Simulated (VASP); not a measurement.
A run of VASP 6.6.1 is set up as follows.

The input INCAR:

```
  PREC = Accurate
  ENCUT = 520
  EDIFF = 1E-6
  ISMEAR = 0
  SIGMA = 0.1
  LREAL = False
  LASPH = True
  NELM = 60
  ALGO = Normal
  ISIF = 2
  LWAVE = False
  LCHARG = False
  LDIPOL = True
  IDIPOL = 3
  DIPOL = 0.5 0.5 0.357
  GGA = PS
  NBANDS = 28
```

File KPOINTS:

```
regular mesh
0
Gamma
  10 10 1
```

The input POSCAR:

```
Ti3C
1.0
    2.7797925781      0.0000000000      0.0000000000
   -0.9265975260      2.6208135764      0.0000000000
    0.0000000000      0.0000000000     19.7756614792
Ti C
3 1
Direct
    0.5000000000      0.5000000000      0.2022688346
    0.0000000000      0.0000000000      0.3106574497
    0.5000000000      0.5000000000      0.4184771006
    0.5000000000      0.8333333333      0.4965267300
```

Potentials or basis: VASP PAW PBE potentials, release 64 (Ti_sv, C).

Command:

```console
$ cat potpaw_PBE.64/Ti_sv/POTCAR potpaw_PBE.64/C/POTCAR > POTCAR
$ mpirun -np 1 vasp_std > vasp.out
```

(1) Predict the band gap on the k mesh.

(2) What does it give for the largest force?

Results:

(1) zero (band 20 reaches 0.08 eV, above the bottom of band 21 at -0.36 eV).

(2) 2.435 eV/Å.

Caveat: the PAW data sets were made with another functional, which shifts forces and pressure a little.
